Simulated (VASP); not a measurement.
# Ge (I4/mmm) in VASP: notebook

Ge is run at these levels: LDA; tasks: single point.

Program: VASP 6.6.1. These are calculated values, not measurements. Logs are shortened: lines on timing, memory, paths and dates and some standing lists are left out, and cuts for length are marked.

## (1) The cell of the first run

The structure is tetragonal, space group I4/mmm (No. 139). The conventional cell has a = 2.879 Å, b = 2.879 Å, c = 4.197 Å, α = 90.00°, β = 90.00°, γ = 90.00°. Ge (site symmetry 4/mmm) has 12 Ge at 2.88 to 2.92 Å within 3.8 Å.

## (2) Single point, LDA (strain -0.030 along x and y, +0.000 along z)

File INCAR:

```
PREC = Accurate
ENCUT = 520
EDIFF = 1E-6
ISMEAR = 0
SIGMA = 0.15
LREAL = False
LASPH = True
NELM = 80
ALGO = Normal
ISIF = 2
LWAVE = False
LCHARG = False
GGA = CA
NBANDS = 13
```

File KPOINTS:

```
Automatic mesh
0
Gamma
  20 20 20
```

File POSCAR:

```
Ge
1.0
    0.0000000000      2.0354097092      2.0983605250
    2.0354097092      0.0000000000      2.0983605250
    2.0354097092      2.0354097092      0.0000000000
Ge
1
Direct
    0.0000000000      0.0000000000      0.0000000000
```

Potentials or basis: VASP PAW LDA potentials, release 64 (Ge_d).

Launch:

```sh
> cat potpaw_LDA.64/Ge_d/POTCAR > POTCAR
> mpirun -np 1 vasp_std > vasp.out
```

OUTCAR:

```text
PREC = Accurate
   ENCUT = 520
   EDIFF = 1E-6
   ISMEAR = 0
   LREAL = False
   LASPH = True
   NELM = 80
   ISIF = 2
   GGA = CA

 ion  position               nearest neighbor table
   1  0.000  0.000  0.000-

  LATTYP: Found a body centered tetragonal cell.
 ALAT       =     2.8785040157
 C/A-ratio  =     1.4579521262

  Lattice vectors:

 A1 = (  -2.0354097092,   0.0000000000,   2.0983605250)
 A2 = (   2.0354097092,   0.0000000000,   2.0983605250)
 A3 = (   0.0000000000,   2.0354097092,  -2.0983605250)

Analysis of symmetry for initial positions (statically):
=====================================================================
 Subroutine PRICEL returns:
 Original cell was already a primitive cell.

 Routine SETGRP: Setting up the symmetry group for a
 body centered tetragonal supercell.

 Subroutine GETGRP returns: Found 16 space group operations
 (whereof 16 operations were pure point group operations)
 out of a pool of 16 trial point group operations.

The static configuration has the point symmetry D_4h.

Analysis of symmetry for dynamics (positions and initial velocities):
=====================================================================
 Subroutine PRICEL returns:
 Original cell was already a primitive cell.

 Routine SETGRP: Setting up the symmetry group for a
 body centered tetragonal supercell.

 Subroutine GETGRP returns: Found 16 space group operations
 (whereof 16 operations were pure point group operations)
 out of a pool of 16 trial point group operations.

The dynamic configuration has the point symmetry D_4h.

 Subroutine INISYM returns: Found 16 space group operations
 (whereof 16 operations are pure point group operations),
 and found     1 'primitive' translations

----------------------------------------------------------------------------------------

                                     Primitive cell

  volume of cell :      17.3866

  direct lattice vectors                    reciprocal lattice vectors
     0.000000000  2.035409709  2.098360525    -0.245650789  0.245650789  0.238281265
     2.035409709  0.000000000  2.098360525     0.245650789 -0.245650789  0.238281265
     2.035409709  2.035409709  0.000000000     0.245650789  0.245650789 -0.238281265

  length of vectors
     2.923355876  2.923355876  2.878504016     0.421267826  0.421267826  0.421267826

  position of ions in fractional coordinates (direct lattice)
     0.000000000  0.000000000  0.000000000

  ion indices of the primitive-cell ions
   primitive index   ion index
                 1           1

----------------------------------------------------------------------------------------

 KPOINTS: Automatic mesh

Automatic generation of k-mesh.
 Grid dimensions read from file:
 generate k-points for:   20   20   20

 Generating k-lattice:

  Cartesian coordinates                     Fractional coordinates (reciprocal lattice)
    -0.012282539  0.012282539  0.011914063     0.050000000  0.000000000  0.000000000
     0.012282539 -0.012282539  0.011914063     0.000000000  0.050000000  0.000000000
     0.012282539  0.012282539 -0.011914063     0.000000000  0.000000000  0.050000000

  Length of vectors
     0.021063391  0.021063391  0.021063391

  Shift w.r.t. Gamma in fractional coordinates (k-lattice)
     0.000000000  0.000000000  0.000000000

 Subroutine IBZKPT returns following result:
 ===========================================

 Found    641 irreducible k-points:

 Following reciprocal coordinates:
            Coordinates               Weight
  0.000000  0.000000  0.000000      1.000000
  0.050000  0.000000  0.000000      8.000000
  0.100000 -0.000000  0.000000      8.000000
  0.150000  0.000000  0.000000      8.000000
  0.200000 -0.000000  0.000000      8.000000
  0.250000 -0.000000  0.000000      8.000000
[... 16 lines left out ...]
 -0.400000  0.050000  0.000000      8.000000
 -0.350000  0.050000  0.000000      8.000000
 [... further k-points ...]
   k-points           NKPTS =    641   k-points in BZ     NKDIM =    641   number of bands    NBANDS=     13
   number of dos      NEDOS =    301   number of ions     NIONS =      1
   total plane-waves  NPLWV =  13824
   dimension x,y,z NGX =    24 NGY =   24 NGZ =   24
   dimension x,y,z NGXF=    48 NGYF=   48 NGZF=   48
   ions per type =               1
   NGX,Y,Z   is equivalent  to a cutoff of  13.65, 13.65, 13.86 a.u.
   NGXF,Y,Z  is equivalent  to a cutoff of  27.30, 27.30, 27.72 a.u.
 SYSTEM =  unknown system
   PREC   = accura    normal or accurate (medium, high low for compatibility)
   ISTART =      0    job   : 0-new  1-cont  2-samecut
   ICHARG =      2    charge: 1-file 2-atom 10-const
   ISPIN  =      1    spin polarized calculation?
   LNONCOLLINEAR =      F non collinear calculations
   LSORBIT =      F    spin-orbit coupling
   LASPH  =      T    aspherical Exc in radial PAW
   ENCUT  =  520.0 eV  38.22 Ry    6.18 a.u.   5.44  5.44  5.35*2*pi/ulx,y,z
   NELM   =     80;   NELMIN=  2; NELMDL= -5     # of ELM steps
   EDIFF  = 0.1E-05   stopping-criterion for ELM
   LREAL  =      F    real-space projection
   EDIFFG = 0.1E-04   stopping-criterion for IOM
   NSW    =      0    number of steps for IOM
   IBRION =     -1    ionic relax: 0-MD 1-quasi-New 2-CG
   NFREE  =      0    steps in history (QN), initial steepest desc. (CG)
   ISIF   =      2    stress and relaxation
   ISYM   =      2    0-nonsym 1-usesym 2-fastsym
   POTIM  = 0.5000    time-step for ionic-motion
   TEBEG  =    0.0;   TEEND  =   0.0 temperature during run
   PSTRESS=    0.0 pullay stress
   NELECT =      14.0000    total number of electrons
   NUPDOWN=      -1.0000    fix difference up-down
   EMIN   =  10.00;   EMAX   =-10.00  energy-range for DOS
   EFERMI =   0.00;   METHOD = LEGACY
   ISMEAR =     0;   SIGMA  =   0.15  broadening in eV -4-tet -1-fermi 0-gaus
   EFERMI_NEDOS =   21; number of points for ismear=-14 and -15
   IALGO  =     38    algorithm
   IMIX   =      4    mixing-type and parameters
     AMIX     =   0.40;   BMIX     =  1.00
     AMIX_MAG =   1.60;   BMIX_MAG =  1.00
  volume/ion in A,a.u.               =      17.39       117.33
  Fermi-wavevector in a.u.,A,eV,Ry     =   1.523046  2.878139 31.560999  2.319668
  Thomas-Fermi vector in A             =   2.631542
   LORBIT       =      0    0 simple, 1 ext, 2 COOP (PROOUT), +10 PAW based schemes
   GGA     = CA    functional components
   LHFCALC =     F    Hartree Fock is set to
   AEXX    =    0.0000 exact exchange contribution
   IVDW    =     0    specifies the selected vdW correction
   LEPSILON=     F    determine dielectric tensor
   LRPA    =     F    only Hartree local field effects (RPA)
 non-spin polarized calculation
 Gauss-broadening in eV      SIGMA  =   0.15
  energy-cutoff  :      520.00
  volume of cell :       17.39
 maximum number of plane-waves:       493
 NGX is ok and might be reduce to    24
   NGX = 11   NGY = 11   NGZ = 11

 number of electron      14.0000002 magnetization

 Free energy of the ion-electron system (eV)
  ---------------------------------------------------
  ext. energy  EPLUGINS =         0.00000000
  ---------------------------------------------------
  free energy    TOTEN  =        -4.87330179 eV

  energy without entropy =       -4.86746272  energy(sigma->0) =       -4.87038225

 E-fermi :   7.5017     XC(G=0): -11.9960

 val. band max:        7.4958189952   @ k =  -0.3000   0.4500   0.2000
 cond. band min:       7.5210886817   @ k =  -0.4500   0.1500   0.4000
 fundamental gap:      0.0252696865
 Fermi energy:         7.5016963968

 k-point     1 :       0.0000    0.0000    0.0000
  band No.  band energies     occupation
      1     -17.4112      2.00000
      2     -17.3956      2.00000
      3     -17.3956      2.00000
      4     -17.3459      2.00000
      5     -17.3274      2.00000
      6      -6.4504      2.00000
      7      17.1067      0.00000
      8      17.1067      0.00000
      9      17.1280      0.00000
     10      21.9894      0.00000
     11      22.2352      0.00000
     12      22.2352      0.00000
     13      23.0312      0.00000

 k-point     2 :       0.0500    0.0000    0.0000
  band No.  band energies     occupation
      1     -17.4099      2.00000
      2     -17.3952      2.00000
      3     -17.3939      2.00000
      4     -17.3459      2.00000
      5     -17.3277      2.00000
      6      -6.3839      2.00000
      7      16.3796      0.00000
      8      16.9888      0.00000
      9      17.0067      0.00000
     10      21.5194      0.00000
     11      22.2761      0.00000
     12      22.4257      0.00000
     13      24.3000      0.00000

 k-point     3 :       0.1000   -0.0000    0.0000
  band No.  band energies     occupation
      1     -17.4067      2.00000
      2     -17.3937      2.00000
      3     -17.3894      2.00000
      4     -17.3453      2.00000
      5     -17.3283      2.00000
      6      -6.1846      2.00000
      7      14.7075      0.00000
      8      16.6537      0.00000
      9      16.7513      0.00000
     10      21.0369      0.00000
     11      22.7816      0.00000
     12      22.9296      0.00000
     13      25.8864      0.00000
[... 305 lines left out ...]
 k-point    23 :      -0.4000    0.0500    0.0000
  band No.  band energies     occupation
      1     -17.4063      2.00000
      2     -17.4008      2.00000
      3     -17.3844      2.00000
      4     -17.2887      2.00000
      5     -17.2787      2.00000
      6      -1.8348      2.00000
      7       3.0624      2.00000
      8      13.6945      0.00000
      9      15.3640      0.00000
     10      20.2185      0.00000
     11      21.1067      0.00000
     12      21.3035      0.00000
     13      23.0485      0.00000

 k-point    24 :      -0.3500    0.0500    0.0000
  band No.  band energies     occupation
      1     -17.4054      2.00000
      2     -17.3977      2.00000
      3     -17.3818      2.00000
      4     -17.2988      2.00000
      5     -17.2867      2.00000
      6      -2.8184      2.00000
      7       4.6001      2.00000
      8      13.7330      0.00000
      9      15.6476      0.00000
     10      20.4719      0.00000
     11      21.3629      0.00000
     12      21.5283      0.00000
     13      23.4711      0.00000

 [... further k-points ...]

------------------------ aborting loop because EDIFF is reached ----------------------------------------

  FORCE on cell =-STRESS in cart. coord.  units (eV):
  Direction    XX          YY          ZZ          XY          YZ          ZX
  --------------------------------------------------------------------------------------
  -------------------------------------------------------------------------------------
  Total        0.3726584      0.3726584      0.4788466      0.0000000     -0.0000000      0.0000000
  in kB       34.3405852     34.3405852     44.1258630      0.0000000     -0.0000000      0.0000000
  external PRESSURE =      37.6023444 kB  Pullay stress =       0.0000000 kB

 VOLUME and BASIS-vectors are now :
 -----------------------------------------------------------------------------
  energy-cutoff  :      520.00
  volume of cell :       17.39
      direct lattice vectors                 reciprocal lattice vectors
     0.000000000  2.035409709  2.098360525    -0.245650789  0.245650789  0.238281265
     2.035409709  0.000000000  2.098360525     0.245650789 -0.245650789  0.238281265
     2.035409709  2.035409709  0.000000000     0.245650789  0.245650789 -0.238281265

 POSITION                                       TOTAL-FORCE (eV/Angst)
 -----------------------------------------------------------------------------------
      0.00000      0.00000      0.00000         0.000000     -0.000000     -0.000000
 -----------------------------------------------------------------------------------
    total drift:                               -0.000000      0.000000      0.000000

  FREE ENERGIE OF THE ION-ELECTRON SYSTEM (eV)
  ---------------------------------------------------
  free  energy   TOTEN  =        -4.8733017922 eV

  energy  without entropy=       -4.8674627172  energy(sigma->0) =       -4.87038225
```

Wall time 2 min (1 thread of Intel Xeon 8259CL, shared host); peak memory 0.24 GiB.

What came out:

- Free energy: -4.8733 eV
- Pressure: 3.8 GPa
- Band gap on the k mesh: zero (bands 7 and 8 overlap by 12.46 eV)

Levels at points of the mesh, in eV from the Fermi level:
```csv
k point,band 5,band 6,band 7,band 8,band 9,band 10
"(0.00, 0.00, 0.00)",-24.83,-13.95,9.61,9.61,9.63,14.49
"(0.50, 0.00, 0.00)",-24.77,-8.16,-6.08,6.99,7.67,12.47
"(0.50, 0.50, 0.00)",-24.77,-6.01,-4.95,3.05,3.05,7.12
"(0.50, 0.00, 0.50)",-24.75,-5.40,-4.60,2.40,2.68,6.54
```

Caveat: the cell differs from its parent crystal (strain -0.030 along x and y, +0.000 along z); the cell stands under pressure.

(Continued in part 2 of 2.)

The gap in the log of VASP goes by the Fermi energy; the results here count the filled bands.